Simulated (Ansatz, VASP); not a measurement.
**TiO2 in VASP and in Ansatz**

The input INCAR:

```
SYSTEM = TiO2
ALGO = Normal
EDIFF = 1E-6
ENCUT = 520
GGA = PS
ISIF = 2
ISMEAR = -1
LASPH = .True.
LCHARG = .False.
LREAL = .False.
LWAVE = .False.
NBANDS = 33
NELM = 80
PREC = Accurate
SIGMA = 0.05
```

The input KPOINTS:

```
k-points
0
Gamma
  8 8 6
  0 0 0
```

File POSCAR:

```
TiO2
1.0
    2.6694614897     -2.6700740968      0.0000000000
    2.6694614897      2.6700740968      0.0000000000
   -2.5979383801      0.0000000000      4.7318096342
Ti O
2 4
Direct
    0.8658900000      0.1341100000      0.7500000000
    0.1341100000      0.8658900000      0.2500000000
    0.0887550000      0.3312210000      0.1671490000
    0.9112450000      0.6687790000      0.8328510000
    0.6687790000      0.9112450000      0.3328510000
    0.3312210000      0.0887550000      0.6671490000
```

The input input.yaml:

```yaml
crystal:
  lattice:
    - [2.6694614897, -2.6700740968, 0.0]
    - [2.6694614897, 2.6700740968, 0.0]
    - [-2.5979383801, 0.0, 4.7318096342]
  atoms:
    - { symbol: Ti, position: [0.86589, 0.13411, 0.75] }
    - { symbol: Ti, position: [0.13411, 0.86589, 0.25] }
    - { symbol: O, position: [0.088755, 0.331221, 0.167149] }
    - { symbol: O, position: [0.911245, 0.668779, 0.832851] }
    - { symbol: O, position: [0.668779, 0.911245, 0.332851] }
    - { symbol: O, position: [0.331221, 0.088755, 0.667149] }
kpoints:
  mp_grid: { grid: [8, 8, 6] }
scf:
  occupations: { method: fermi_dirac, width: 0.05 }
hamiltonian:
  xc: pbesol
  pseudopotentials: { kind: all_electron, lapw: { basis_error: 0.002 } }
output:
  forces: true
  stress: true
  eigenvalues: true
```

Change from the starting cell: volume scaled by 0.96.

Alike in both runs: task single point; functional PBEsol; k mesh 8 × 8 × 6; occupations fermi-dirac, width 0.05 eV; no spin polarisation.

```csv
,VASP,Ansatz
version,VASP 6.6.1,Ansatz 0.2.0
potentials or method,"VASP PAW PBE potentials, release 64 (Ti_sv, O), cutoff 520 eV","all-electron LAPW, scalar-relativistic"
```

|  | VASP | Ansatz | Ansatz less VASP |
| --- | --- | --- | --- |
| gap on the k mesh at the Fermi level (eV) | 2.10 | 2.12 | +0.019 |
| least direct gap on the mesh (eV) | 2.44 | 2.46 | +0.018 |
| pressure (GPa) | 1.6 | 0.9 | -0.73 |
| traceless stress, the component that is largest in VASP (GPa) | 0.49 | 0.45 | -0.044 |
| rms of the force components (eV/Å) | 0.040 | 0.033 | -0.0073 |

VASP's potentials were made for PBE, not for PBEsol. Atom by atom the forces differ by 0.012 eV/Å (rms over components). Ansatz ran all-electron here, and VASP with PAW potentials.
